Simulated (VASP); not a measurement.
A run of VASP 6.6.1 is set up as follows.

Contents of POSCAR:

```
AlN
1.0
    3.1066937601      0.0000000000      0.0000000000
   -1.5533468801      2.6904757181      0.0000000000
    0.0000000000      0.0000000000      4.9785915499
Al N
2 2
Direct
    0.3333333333      0.6666666667     -0.0032954728
    0.6666666667      0.3333333333      0.4967045272
    0.3333333333      0.6666666667      0.3782954728
    0.6666666667      0.3333333333      0.8782954728
```

INCAR.step1

```
SYSTEM = AlN
PREC = Accurate ; ENCUT = 520
ISMEAR = -1 ; SIGMA = 0.02
LREAL = .False. ; LASPH = .True.
NELM = 80 ; NBANDS = 16
GGA = PE ; ALGO = Normal
EDIFF = 1E-4 ; LWAVE = .True.
LCHARG = .False.
```

INCAR.step2

```
SYSTEM = AlN
PREC = Accurate ; ENCUT = 520
EDIFF = 1E-6 ; ISMEAR = -1
SIGMA = 0.02 ; LREAL = .False.
LASPH = .True. ; NELM = 80
ALGO = Normal ; ISIF = 2
LWAVE = .False. ; LCHARG = .False.
METAGGA = R2SCAN ; LMIXTAU = .True.
NBANDS = 16 ; ISTART = 1
```

File KPOINTS:

```
regular mesh
0
Gamma
  12 12 6
  0 0 0
```

Potentials or basis: VASP PAW PBE potentials, release 64 (Al, N).

Launch:

```bash
$ cat potpaw_PBE.64/Al/POTCAR potpaw_PBE.64/N/POTCAR > POTCAR
$ cp INCAR.step1 INCAR
$ mpirun -np 1 vasp_std > vasp.out
$ cp INCAR.step2 INCAR
$ mpirun -np 1 vasp_std > vasp.out
```

Q: Estimate the pressure.

A: -0.4 GPa.

Q: What does it give for the band gap on the k mesh?

A: 4.92 eV.

Forces in eV/Å, atoms in the order of the input:
```
Al   0.000  0.000 -0.002
Al   0.000  0.000 -0.002
N    0.000  0.000  0.002
N    0.000  0.000  0.002
```

Caveat: the PAW data sets were made with another functional, which shifts forces and pressure a little. A k mesh can miss the band edges.
